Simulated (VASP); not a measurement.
# FeO in VASP: settings compared, part 2 of 2

VASP 6.6.1. The steps go on from the part before.

### Step 5. Single point, PBE, collinear spin, ferromagnetic start

This run uses another cell than the first one, of 13.18 Å³/atom.

Input file INCAR:

```
PREC     = Accurate       # precision mode
ENCUT    = 700            # plane-wave cutoff, eV
EDIFF    = 1E-6           # SCF threshold, eV
ISMEAR   = -1             # smearing method
SIGMA    = 0.05           # smearing width, eV
LREAL    = F              # projectors in reciprocal space
LASPH    = T              # aspherical terms in the spheres
NELM     = 200            # most SCF steps
ALGO     = Normal         # electronic algorithm
ISIF     = 2              # what is computed and relaxed
LWAVE    = F              # write WAVECAR
LCHARG   = T              # write CHGCAR
ISPIN    = 2              # spin polarisation
MAGMOM   = 3 3 0 0        # initial moments
LORBIT   = 11             # projections on sites
LMAXMIX  = 4              # l up to which the mixer works
GGA      = PE             # functional
LELF     = T              # ELF
LVHAR    = T            
NBANDS   = 34             # bands
GGA_COMPAT= F
```

Input file KPOINTS:

```
regular mesh
0
Gamma
  9 9 5
```

Input file POSCAR:

```
FeO
1.0
    3.0859741250      0.0000000000      0.0000000000
    0.0000000000      3.0859741250      0.0000000000
    0.0000000000      0.0000000000      5.5361172728
Fe O
2 2
Direct
    0.5000000000      0.0000000000      0.5000000000
    0.0000000000      0.5000000000      0.0000000000
    0.5000000000      0.5000000000      0.2500000000
    0.5000000000      0.5000000000      0.7500000000
```

Potentials or basis: VASP PAW PBE potentials, release 64 (Fe_sv, O).

Started as:

```
$ cat potpaw_PBE.64/Fe_sv/POTCAR potpaw_PBE.64/O/POTCAR > POTCAR
$ mpirun -np 1 vasp_std > vasp.out
```

OUTCAR:

```text
PREC = Accurate
   ENCUT = 700
   EDIFF = 1E-6
   ISMEAR = -1
   LREAL = F
   LASPH = T
   NELM = 200
   ISIF = 2
   ISPIN = 2
   LORBIT = 11
   GGA = PE

 ion  position               nearest neighbor table
   1  0.500  0.000  0.500-   3 2.07   4 2.07   3 2.07   4 2.07
   2  0.000  0.500  0.000-   3 2.07   4 2.07   3 2.07   4 2.07
   3  0.500  0.500  0.250-   1 2.07   2 2.07   1 2.07   2 2.07
   4  0.500  0.500  0.750-   1 2.07   2 2.07   1 2.07   2 2.07

  LATTYP: Found a simple tetragonal cell.
 ALAT       =     3.0859741250
 C/A-ratio  =     1.7939610148

  Lattice vectors:

 A1 = (   3.0859741250,   0.0000000000,   0.0000000000)
 A2 = (   0.0000000000,   3.0859741250,   0.0000000000)
 A3 = (   0.0000000000,   0.0000000000,   5.5361172728)

Analysis of symmetry for initial positions (statically):
=====================================================================
 Subroutine PRICEL returns:
 Original cell was already a primitive cell.

 Routine SETGRP: Setting up the symmetry group for a
[... 1097 lines left out ...]
      6     -45.8823      1.00000
[... 877 lines left out ...]
     33      19.3133      0.00000
     34      21.5028      0.00000

 [... further k-points ...]
[... 5 lines left out ...]
  --------------------------------------------------------------------------------------
  -------------------------------------------------------------------------------------
  Total       -3.4355642     -3.4355642     -5.2916658      0.0000000      0.0000000      0.0000000
  in kB     -104.4044014   -104.4044014   -160.8100346      0.0000000      0.0000000      0.0000000
  external PRESSURE =    -123.2062791 kB  Pullay stress =       0.0000000 kB

 VOLUME and BASIS-vectors are now :
 -----------------------------------------------------------------------------
  energy-cutoff  :      700.00
  volume of cell :       52.72
      direct lattice vectors                 reciprocal lattice vectors
     3.085974125  0.000000000  0.000000000     0.324046787  0.000000000  0.000000000
     0.000000000  3.085974125  0.000000000     0.000000000  0.324046787  0.000000000
     0.000000000  0.000000000  5.536117273     0.000000000  0.000000000  0.180632012

 POSITION                                       TOTAL-FORCE (eV/Angst)
 -----------------------------------------------------------------------------------
      1.54299      0.00000      2.76806         0.000000      0.000000      0.000000
      0.00000      1.54299      0.00000         0.000000      0.000000      0.000000
      1.54299      1.54299      1.38403         0.000000      0.000000      0.000000
      1.54299      1.54299      4.15209         0.000000     -0.000000     -0.000000
 -----------------------------------------------------------------------------------
    total drift:                                0.000000      0.000000      0.000000

  FREE ENERGIE OF THE ION-ELECTRON SYSTEM (eV)
  ---------------------------------------------------
  free  energy   TOTEN  =       -29.7939781639 eV

  energy  without entropy=      -29.7683163823  energy(sigma->0) =      -29.78114727

 total charge

# of ion       s       p       d       tot
------------------------------------------
    1        2.127   5.998   5.419  13.543
    2        2.127   5.998   5.419  13.543
    3        1.556   3.412   0.000   4.969
    4        1.556   3.412   0.000   4.969
--------------------------------------------------
tot          7.366  18.820  10.839  37.025

 magnetization (x)

# of ion       s       p       d       tot
------------------------------------------
    1        0.015   0.010   3.422   3.448
    2        0.015   0.010   3.422   3.448
    3        0.019   0.229   0.000   0.248
    4        0.019   0.229   0.000   0.248
--------------------------------------------------
tot          0.069   0.478   6.845   7.392
```

OSZICAR:

```text
N       E                     dE             d eps       ncg     rms          rms(c)
DAV:   1     0.972799248190E+03    0.97280E+03   -0.30146E+04  6122   0.210E+03
DAV:   2     0.612393276330E+02   -0.91156E+03   -0.87252E+03  6140   0.699E+02
DAV:   3    -0.326159238713E+02   -0.93855E+02   -0.89984E+02  7698   0.259E+02
DAV:   4    -0.365687327338E+02   -0.39528E+01   -0.39317E+01  7272   0.674E+01
DAV:   5    -0.367223834727E+02   -0.15365E+00   -0.15356E+00  7794   0.140E+01    0.252E+01
DAV:   6    -0.334509204074E+02    0.32715E+01   -0.44622E+01  8694   0.896E+01    0.440E+01
DAV:   7    -0.297827607902E+02    0.36682E+01   -0.14588E+01  7982   0.601E+01    0.138E+01
DAV:   8    -0.298143195676E+02   -0.31559E-01   -0.11410E+00  7356   0.993E+00    0.995E+00
DAV:   9    -0.299081670705E+02   -0.93848E-01   -0.60707E-01  9920   0.101E+01    0.692E+00
DAV:  10    -0.297927827286E+02    0.11538E+00   -0.31386E-01  8526   0.891E+00    0.135E+00
DAV:  11    -0.297934337245E+02   -0.65100E-03   -0.84912E-02  9042   0.277E+00    0.549E-01
DAV:  12    -0.297938162044E+02   -0.38248E-03   -0.42974E-03  7364   0.706E-01    0.157E-01
DAV:  13    -0.297939147370E+02   -0.98533E-04   -0.10700E-03  7560   0.258E-01    0.876E-02
DAV:  14    -0.297939645226E+02   -0.49786E-04   -0.63437E-05  7070   0.960E-02    0.695E-02
DAV:  15    -0.297939735694E+02   -0.90467E-05   -0.29541E-05  7830   0.686E-02    0.237E-02
DAV:  16    -0.297939775711E+02   -0.40017E-05   -0.12543E-05  6908   0.278E-02    0.112E-02
DAV:  17    -0.297939781639E+02   -0.59279E-06   -0.16614E-06  5280   0.160E-02
   1 F= -.29793978E+02 E0= -.29781147E+02  d E =-.256618E-01  mag=     7.8668
```

stdout:

```text
POSCAR found type information on POSCAR FeO
 POSCAR found :  2 types and       4 ions
 scaLAPACK will be used
 LDA part: xc-table for (Slater+PW92), standard interpolation
 POSCAR, INCAR and KPOINTS ok, starting setup
 FFT: planning ... GRIDC
 FFT: planning ... GRID_SOFT
 FFT: planning ... GRID
 WAVECAR not read
 entering main loop
```

It took 3.5 min on 1 thread of AMD EPYC 7R13 (Zen 3), shared host; peak memory 0.3 GiB.

What came out:

```yaml
Free_energy: -29.7940 eV
Pressure: -12.3 GPa
Net_moment: 7.87 μB per cell
Site_moments: Fe +3.45; O +0.25 μB
Valence_electrons_inside_the_program's_atomic_spheres: Fe 13.54; O 4.97
```

Stress tensor (GPa, compression positive):
```
-10.44   0.00   0.00
  0.00 -10.44   0.00
  0.00   0.00 -16.08
```

Caveat: the stress differs along the axes, from -16 to -10 GPa; semilocal functionals often make such compounds metallic where correlation or magnetic order opens a gap, which also shifts bond lengths; the run started ferromagnetic, and an antiferromagnetic order may lie lower in energy. With open d or f shells a metallic result of PBE can be an artefact of self-interaction; +U or a hybrid may open a gap.

### Step 6. The runs side by side

| level | potentials or basis | cell | k mesh | cutoff (eV) | gap on the mesh (eV) | pressure (GPa) | moment (μB) |
| --- | --- | --- | --- | --- | --- | --- | --- |
| PBEsol | VASP PAW PBE potentials, release 64 (Fe, O) | a = 3.046, b = 3.046, c = 5.464 Å, 4 atoms, atomic positions A | 8 × 8 × 5 | 520 | none | -16.3 | 7.28 |
| PBEsol | VASP PAW PBE potentials, release 64 (Fe, O) | a = 3.046, b = 3.046, c = 5.464 Å, 4 atoms, atomic positions B | 9 × 9 × 5 | 520 | none | -15.8 | 7.38 |
| PBE | VASP PAW PBE potentials, release 64 (Fe_sv, O) | a = 3.106, b = 3.106, c = 5.571 Å, 4 atoms, atomic positions B | 9 × 9 × 5 | 700 | none | -13.9 | 7.91 |
| PBE | VASP PAW PBE potentials, release 64 (Fe_sv, O) | a = 3.086, b = 3.086, c = 5.536 Å, 4 atoms, atomic positions B | 9 × 9 × 5 | 700 | none | -12.3 | 7.87 |

Alike in all rows: task single point; spin collinear, ferromagnetic start; smearing fermi-dirac 0.05 eV.

Caveats: semilocal functionals often make such compounds metallic where correlation or magnetic order opens a gap, which also shifts bond lengths; the run started ferromagnetic, and an antiferromagnetic order may lie lower in energy; the PAW data sets were made with another functional, which shifts forces and pressure a little (at least some runs); the stress differs along the axes, from -19 to -14 GPa (at least some runs); the cell stands under tension (at least some runs); the stress differs along the axes, from -18 to -12 GPa (at least some runs); the stress differs along the axes, from -16 to -10 GPa (at least some runs).

Absolute energies hang on the potentials; compare differences alone.
